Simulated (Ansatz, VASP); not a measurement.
Ge2Sb2Te5: VASP beside Ansatz

Contents of INCAR:

```
PREC = Accurate ; ENCUT = 520
EDIFF = 1E-6 ; ISMEAR = -1
SIGMA = 0.05 ; LREAL = F
LASPH = T ; NELM = 80
ALGO = Normal ; ISIF = 2
LWAVE = F ; LCHARG = T
GGA = PE ; LELF = T
LVHAR = T ; NBANDS = 44
```

KPOINTS

```
regular mesh
0
Gamma
  5 5 2
```

File POSCAR:

```
Ge2Sb2Te5
1.0
    4.2940644248      0.0000000000      0.0000000000
   -2.1470322124      3.7187688774      0.0000000000
    0.0000000000      0.0000000000     17.1013460000
Te Sb Ge
5 2 2
Direct
    0.6666666667      0.3333333333      0.4198920000
    0.3333333333      0.6666666667      0.5801080000
    0.3333333333      0.6666666667      0.2015420000
    0.6666666667      0.3333333333      0.7984580000
    0.0000000000      0.0000000000      0.0000000000
    0.0000000000      0.0000000000      0.3200680000
    0.0000000000      0.0000000000      0.6799320000
    0.6666666667      0.3333333333      0.1028950000
    0.3333333333      0.6666666667      0.8971050000
```

Contents of input.yaml:

```yaml
crystal:
  lattice:
    - [4.2940644248, 0.0, 0.0]
    - [-2.1470322124, 3.7187688774, 0.0]
    - [0.0, 0.0, 17.101346]
  atoms:
    - { symbol: Te, position: [0.6666666667, 0.3333333333, 0.419892] }
    - { symbol: Te, position: [0.3333333333, 0.6666666667, 0.580108] }
    - { symbol: Te, position: [0.3333333333, 0.6666666667, 0.201542] }
    - { symbol: Te, position: [0.6666666667, 0.3333333333, 0.798458] }
    - { symbol: Te, position: [0.0, 0.0, 0.0] }
    - { symbol: Sb, position: [0.0, 0.0, 0.320068] }
    - { symbol: Sb, position: [0.0, 0.0, 0.679932] }
    - { symbol: Ge, position: [0.6666666667, 0.3333333333, 0.102895] }
    - { symbol: Ge, position: [0.3333333333, 0.6666666667, 0.897105] }
hamiltonian:
  xc: pbe
  pseudopotentials: { kind: paw }
kpoints:
  mp_grid: { grid: [5, 5, 2] }
scf:
  occupations: { method: fermi_dirac, width: 0.05 }
output:
  forces: true
  stress: true
  eigenvalues: true
```

Alike in both runs: task single point; functional PBE; k mesh 5 × 5 × 2; occupations fermi-dirac, width 0.05 eV; no spin polarisation.

|  | VASP | Ansatz |
| --- | --- | --- |
| version | VASP 6.6.1 | Ansatz 0.2.0 |
| potentials or method | VASP PAW PBE potentials, release 64 (Te, Sb, Ge_d) | Ansatz PAW |
| plane-wave cutoff (eV) | 520 | 420 |
| valence electrons in the cell | 68 | 138 |

```csv
,VASP,Ansatz,Ansatz less VASP
gap on the k mesh at the Fermi level (eV),0.27,0.28,+0.007
least direct gap on the mesh (eV),0.27,0.28,+0.007
pressure (GPa),0.3,0.3,+0.01
"traceless stress, the component that is largest in VASP (GPa)",0.08,0.07,-0.007
rms of the force components (eV/Å),0.039,0.043,+0.0035
```

Atom by atom the forces differ by 0.008 eV/Å (rms over components). With one functional, cell and mesh, what is left measures potentials, basis and numerics. VASP's potentials hold 68 valence electrons a cell and Ansatz's 138, so a difference there can come from the potentials and not from the codes.

Spin-orbit coupling is off throughout. Noted on Ansatz's run: odd divisions of the mesh miss points on the zone boundary, where band edges often lie, so the gap on the mesh can be too wide.
